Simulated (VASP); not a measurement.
# Ni (Fm-3m) in VASP: further runs

Runs on Ni. Level: BLYP. Tasks: single point.

Everything below comes from runs of VASP 6.6.1. Logs are shortened: lines on timing, memory, paths and dates and some standing lists are left out, and cuts for length are marked.

**1. The cell of the first run**

Symmetry: Fm-3m, No. 225, cubic system. Conventional cell: a = 3.670 Å, b = 3.670 Å, c = 3.670 Å, α = 90.00°, β = 90.00°, γ = 90.00°. Within 3.4 Å of Ni (site symmetry m-3m) lie 12 Ni at 2.60 Å.

**2. Single point, BLYP, collinear spin, ferromagnetic start (12.36 Å³/atom)**

The input, INCAR:

```
SYSTEM = Ni
AGGAC = 1.0
AGGAX = 1.0
ALDAC = 0.0
ALDAX = 1.0
ALGO = Normal
EDIFF = 1E-6
ENCUT = 520
GGA = B5
ISIF = 2
ISMEAR = -1
ISPIN = 2
LASPH = .TRUE.
LCHARG = .FALSE.
LMAXMIX = 4
LORBIT = 11
LREAL = .FALSE.
LWAVE = .FALSE.
MAGMOM = 0.657
NBANDS = 15
NELM = 150
PREC = Accurate
SIGMA = 0.05
```

The input, KPOINTS:

```
k-points
0
G
  25 25 25
  0 0 0
```

The input, POSCAR:

```
Ni
1.0
    0.0000000000      1.8351612544      1.8351612544
    1.8351612544      0.0000000000      1.8351612544
    1.8351612544      1.8351612544      0.0000000000
Ni
1
Direct
    0.0000000000      0.0000000000      0.0000000000
```

Potentials or basis: VASP PAW PBE potentials, release 64 (Ni).

On the command line:

```
$ cat potpaw_PBE.64/Ni/POTCAR > POTCAR
$ mpirun -np 1 vasp_std > vasp.out
```

OUTCAR:

```text
SYSTEM = Ni
   EDIFF = 1E-6
   ENCUT = 520
   GGA = B5
   ISIF = 2
   ISMEAR = -1
   ISPIN = 2
   LASPH = .TRUE.
   LORBIT = 11
   LREAL = .FALSE.
   NELM = 150
   PREC = Accurate

 ion  position               nearest neighbor table
   1  0.000  0.000  0.000-

  LATTYP: Found a face centered cubic cell.
 ALAT       =     3.6703225088

  Lattice vectors:

 A1 = (   0.0000000000,   1.8351612544,   1.8351612544)
 A2 = (   1.8351612544,   0.0000000000,   1.8351612544)
 A3 = (   1.8351612544,   1.8351612544,   0.0000000000)

Analysis of symmetry for initial positions (statically):
=====================================================================
 Subroutine PRICEL returns:
 Original cell was already a primitive cell.

 Routine SETGRP: Setting up the symmetry group for a
 face centered cubic supercell.

 Subroutine GETGRP returns: Found 48 space group operations
 (whereof 48 operations were pure point group operations)
 out of a pool of 48 trial point group operations.

The static configuration has the point symmetry O_h .

Analysis of symmetry for dynamics (positions and initial velocities):
=====================================================================
 Subroutine PRICEL returns:
 Original cell was already a primitive cell.

 Routine SETGRP: Setting up the symmetry group for a
 face centered cubic supercell.

 Subroutine GETGRP returns: Found 48 space group operations
 (whereof 48 operations were pure point group operations)
 out of a pool of 48 trial point group operations.

The dynamic configuration has the point symmetry O_h .

Analysis of structural, dynamic, and magnetic symmetry:
=====================================================================
 Subroutine PRICEL returns:
 Original cell was already a primitive cell.

 Routine SETGRP: Setting up the symmetry group for a
 face centered cubic supercell.

 Subroutine GETGRP returns: Found 48 space group operations
 (whereof 48 operations were pure point group operations)
 out of a pool of 48 trial point group operations.

The overall configuration has the point symmetry O_h .

 Subroutine INISYM returns: Found 48 space group operations
 (whereof 48 operations are pure point group operations),
 and found     1 'primitive' translations

----------------------------------------------------------------------------------------

                                     Primitive cell

  volume of cell :      12.3610

  direct lattice vectors                    reciprocal lattice vectors
     0.000000000  1.835161254  1.835161254    -0.272455621  0.272455621  0.272455621
     1.835161254  0.000000000  1.835161254     0.272455621 -0.272455621  0.272455621
     1.835161254  1.835161254  0.000000000     0.272455621  0.272455621 -0.272455621

  length of vectors
     2.595309935  2.595309935  2.595309935     0.471906979  0.471906979  0.471906979

  position of ions in fractional coordinates (direct lattice)
     0.000000000  0.000000000  0.000000000

  ion indices of the primitive-cell ions
   primitive index   ion index
                 1           1

----------------------------------------------------------------------------------------

 KPOINTS: k-points

Automatic generation of k-mesh.
 Grid dimensions read from file:
 generate k-points for:   25   25   25

 Generating k-lattice:

  Cartesian coordinates                     Fractional coordinates (reciprocal lattice)
    -0.010898225  0.010898225  0.010898225     0.040000000  0.000000000  0.000000000
     0.010898225 -0.010898225  0.010898225     0.000000000  0.040000000  0.000000000
     0.010898225  0.010898225 -0.010898225     0.000000000  0.000000000  0.040000000

  Length of vectors
     0.018876279  0.018876279  0.018876279

  Shift w.r.t. Gamma in fractional coordinates (k-lattice)
     0.000000000  0.000000000  0.000000000

 Subroutine IBZKPT returns following result:
 ===========================================

 Found    455 irreducible k-points:

 Following reciprocal coordinates:
            Coordinates               Weight
  0.000000  0.000000  0.000000      1.000000
  0.040000  0.000000  0.000000      8.000000
  0.080000  0.000000  0.000000      8.000000
  0.120000  0.000000  0.000000      8.000000
  0.160000  0.000000  0.000000      8.000000
  0.200000  0.000000  0.000000      8.000000
[... 16 lines left out ...]
  0.400000  0.040000  0.000000     24.000000
  0.440000  0.040000  0.000000     24.000000
 [... further k-points ...]
   k-points           NKPTS =    455   k-points in BZ     NKDIM =    455   number of bands    NBANDS=     15
   number of dos      NEDOS =    301   number of ions     NIONS =      1
   total plane-waves  NPLWV =   8000
   dimension x,y,z NGX =    20 NGY =   20 NGZ =   20
   dimension x,y,z NGXF=    40 NGYF=   40 NGZF=   40
   ions per type =               1
   NGX,Y,Z   is equivalent  to a cutoff of  12.81, 12.81, 12.81 a.u.
   NGXF,Y,Z  is equivalent  to a cutoff of  25.62, 25.62, 25.62 a.u.
 SYSTEM =  Ni
   PREC   = accura    normal or accurate (medium, high low for compatibility)
   ISTART =      0    job   : 0-new  1-cont  2-samecut
   ICHARG =      2    charge: 1-file 2-atom 10-const
   ISPIN  =      2    spin polarized calculation?
   LNONCOLLINEAR =      F non collinear calculations
   LSORBIT =      F    spin-orbit coupling
   LASPH  =      T    aspherical Exc in radial PAW
   ENCUT  =  520.0 eV  38.22 Ry    6.18 a.u.   4.83  4.83  4.83*2*pi/ulx,y,z
   NELM   =    150;   NELMIN=  2; NELMDL= -5     # of ELM steps
   EDIFF  = 0.1E-05   stopping-criterion for ELM
   LREAL  =      F    real-space projection
   EDIFFG = 0.1E-04   stopping-criterion for IOM
   NSW    =      0    number of steps for IOM
   IBRION =     -1    ionic relax: 0-MD 1-quasi-New 2-CG
   NFREE  =      0    steps in history (QN), initial steepest desc. (CG)
   ISIF   =      2    stress and relaxation
   ISYM   =      2    0-nonsym 1-usesym 2-fastsym
   POTIM  = 0.5000    time-step for ionic-motion
   TEBEG  =    0.0;   TEEND  =   0.0 temperature during run
   PSTRESS=    0.0 pullay stress
   NELECT =      10.0000    total number of electrons
   NUPDOWN=      -1.0000    fix difference up-down
   EMIN   =  10.00;   EMAX   =-10.00  energy-range for DOS
   EFERMI =   0.00;   METHOD = LEGACY
   ISMEAR =    -1;   SIGMA  =   0.05  broadening in eV -4-tet -1-fermi 0-gaus
   EFERMI_NEDOS =   21; number of points for ismear=-14 and -15
   IALGO  =     38    algorithm
   IMIX   =      4    mixing-type and parameters
     AMIX     =   0.40;   BMIX     =  1.00
     AMIX_MAG =   1.60;   BMIX_MAG =  1.00
  volume/ion in A,a.u.               =      12.36        83.42
  Fermi-wavevector in a.u.,A,eV,Ry     =   1.525424  2.882634 31.659650  2.326919
  Thomas-Fermi vector in A             =   2.633596
   LORBIT       =     11    0 simple, 1 ext, 2 COOP (PROOUT), +10 PAW based schemes
   GGA     = B5    functional components
   LHFCALC =     F    Hartree Fock is set to
   AEXX    =    0.0000 exact exchange contribution
   IVDW    =     0    specifies the selected vdW correction
   LEPSILON=     F    determine dielectric tensor
   LRPA    =     F    only Hartree local field effects (RPA)
 spin polarized calculation
  energy-cutoff  :      520.00
  volume of cell :       12.36
 maximum number of plane-waves:       343
   NGX =  9   NGY =  9   NGZ =  9

 number of electron      10.0000006 magnetization       0.6278998

 Free energy of the ion-electron system (eV)
  ---------------------------------------------------
  ext. energy  EPLUGINS =         0.00000000
  ---------------------------------------------------
  free energy    TOTEN  =        -4.58289115 eV

  energy without entropy =       -4.56649401  energy(sigma->0) =       -4.57469258

 E-fermi :   8.1256     XC(G=0): -11.9391

 val. band max:        8.1254433526   @ k =  -0.4800   0.3200   0.1200
 cond. band min:       8.1256437200   @ k =   0.3600   0.1200   0.0400
 fundamental gap:      0.0002003674
 Fermi energy:         8.1255669029

 spin component 1

 k-point     1 :       0.0000    0.0000    0.0000
  band No.  band energies     occupation
      1       0.1067      1.00000
      2       5.9905      1.00000
      3       5.9905      1.00000
      4       5.9905      1.00000
      5       6.9745      1.00000
      6       6.9745      1.00000
      7      31.1293      0.00000
      8      33.6669      0.00000
      9      33.6669      0.00000
     10      33.6669      0.00000
     11      36.4218      0.00000
     12      36.4218      0.00000
     13      36.4218      0.00000
     14      40.0725      0.00000
     15      44.3899      0.00000
[... 397 lines left out ...]
 k-point    24 :       0.4400    0.0400    0.0000
  band No.  band energies     occupation
      1       3.9136      1.00000
      2       6.0257      1.00000
      3       6.0681      1.00000
      4       7.0355      1.00000
      5       7.4842      1.00000
      6       7.8754      0.99333
      7      14.2720      0.00000
      8      29.5724      0.00000
      9      29.7897      0.00000
     10      30.5645      0.00000
     11      34.4335      0.00000
     12      34.9580      0.00000
     13      39.1649      0.00000
     14      47.7922      0.00000
     15      50.0749      0.00000

 [... further k-points ...]

 spin component 2

 k-point     1 :       0.0000    0.0000    0.0000
  band No.  band energies     occupation
      1       0.0914      1.00000
      2       6.7396      1.00000
      3       6.7396      1.00000
      4       6.7396      1.00000
      5       7.5269      0.99999
      6       7.5269      0.99999
      7      30.9902      0.00000
      8      33.6900      0.00000
      9      33.6900      0.00000
     10      33.6900      0.00000
     11      36.5403      0.00000
     12      36.5403      0.00000
     13      36.5403      0.00000
     14      39.9949      0.00000
     15      44.5307      0.00000
[... 397 lines left out ...]
 k-point    24 :       0.4400    0.0400    0.0000
  band No.  band energies     occupation
      1       4.2948      1.00000
      2       6.6210      1.00000
      3       6.6758      1.00000
      4       7.3954      1.00000
      5       8.2106      0.15450
      6       8.3727      0.00708
      7      14.5834      0.00000
      8      29.4819      0.00000
      9      29.8822      0.00000
     10      30.6632      0.00000
     11      34.4720      0.00000
     12      35.0145      0.00000
     13      39.2750      0.00000
     14      47.8682      0.00000
     15      50.1289      0.00000

 [... further k-points ...]
[... 5 lines left out ...]
  --------------------------------------------------------------------------------------
  -------------------------------------------------------------------------------------
  Total       -0.8143155     -0.8143155     -0.8143155      0.0000000      0.0000000      0.0000000
  in kB     -105.5481384   -105.5481384   -105.5481384      0.0000000      0.0000000      0.0000000
  external PRESSURE =    -105.5481384 kB  Pullay stress =       0.0000000 kB

 VOLUME and BASIS-vectors are now :
 -----------------------------------------------------------------------------
  energy-cutoff  :      520.00
  volume of cell :       12.36
      direct lattice vectors                 reciprocal lattice vectors
     0.000000000  1.835161254  1.835161254    -0.272455621  0.272455621  0.272455621
     1.835161254  0.000000000  1.835161254     0.272455621 -0.272455621  0.272455621
     1.835161254  1.835161254  0.000000000     0.272455621  0.272455621 -0.272455621

 POSITION                                       TOTAL-FORCE (eV/Angst)
 -----------------------------------------------------------------------------------
      0.00000      0.00000      0.00000         0.000000     -0.000000     -0.000000
 -----------------------------------------------------------------------------------
    total drift:                                0.000000     -0.000000      0.000000

  FREE ENERGIE OF THE ION-ELECTRON SYSTEM (eV)
  ---------------------------------------------------
  free  energy   TOTEN  =        -4.5828911453 eV

  energy  without entropy=       -4.5664940059  energy(sigma->0) =       -4.57469258

 total charge

# of ion       s       p       d       tot
------------------------------------------
    1        0.453   0.384   8.325   9.161

 magnetization (x)

# of ion       s       p       d       tot
------------------------------------------
    1       -0.007  -0.022   0.676   0.647
```

Run time: 2.4 min. Hardware: 1 thread of Intel Xeon Platinum 8259CL at 2.50GHz (Skylake/Cascade Lake), shared host; peak memory 0.23 GiB.

Results:

- Free energy: -4.5829 eV
- Pressure: -10.6 GPa
- Net moment: 0.63 μB per cell
- Site moments: Ni +0.65 μB
- Valence electrons inside the program's atomic spheres: Ni 9.16

Caveat: the cell stands under tension; the PAW data sets were made with another functional, which shifts forces and pressure a little.

**3. Single point, BLYP, collinear spin, ferromagnetic start (12.82 Å³/atom)**

This run uses another cell than the first one, of 12.82 Å³/atom.

The input, INCAR:

```
SYSTEM = Ni
  AGGAC = 1.0
  AGGAX = 1.0
  ALDAC = 0.0
  ALDAX = 1.0
  ALGO = Normal
  EDIFF = 1E-6
  ENCUT = 520
  GGA = B5
  ISIF = 2
  ISMEAR = -1
  ISPIN = 2
  LASPH = .TRUE.
  LCHARG = .FALSE.
  LMAXMIX = 4
  LORBIT = 11
  LREAL = .FALSE.
  LWAVE = .FALSE.
  MAGMOM = 0.657
  NBANDS = 15
  NELM = 150
  PREC = Accurate
  SIGMA = 0.05
```

KPOINTS is that of step 2.

The input, POSCAR:

```
Ni
1.0
    0.0000000000      1.8575434755      1.8575434755
    1.8575434755      0.0000000000      1.8575434755
    1.8575434755      1.8575434755      0.0000000000
Ni
1
Direct
    0.0000000000      0.0000000000      0.0000000000
```

Potentials or basis: VASP PAW PBE potentials, release 64 (Ni).

On the command line:

```
$ cat potpaw_PBE.64/Ni/POTCAR > POTCAR
$ mpirun -np 1 vasp_std > vasp.out
```

It took 2.5 min on 1 thread of Intel Xeon Platinum 8259CL at 2.50GHz (Skylake/Cascade Lake), shared host; peak memory 0.24 GiB.

It converged, with:

```
Free energy                                           : -4.5476 eV
Pressure                                              : -14.2 GPa
Net moment                                            : 0.64 μB per cell
Site moments                                          : Ni +0.66 μB
Valence electrons inside the program's atomic spheres : Ni 9.12
```

Levels at points of the mesh, in eV from the Fermi level:
Spin up:
| k point | band 2 | band 3 | band 4 | band 5 | band 6 | band 7 | band 8 | band 9 |
| --- | --- | --- | --- | --- | --- | --- | --- | --- |
| (0.00, 0.00, 0.00) | -2.07 | -2.07 | -2.07 | -1.13 | -1.13 | 22.69 | 24.94 | 24.94 |
Spin down:
| k point | band 2 | band 3 | band 4 | band 5 | band 6 | band 7 | band 8 | band 9 |
| --- | --- | --- | --- | --- | --- | --- | --- | --- |
| (0.00, 0.00, 0.00) | -1.31 | -1.31 | -1.31 | -0.57 | -0.57 | 22.55 | 24.97 | 24.97 |

Caveat: the cell stands under tension; the PAW data sets were made with another functional, which shifts forces and pressure a little.
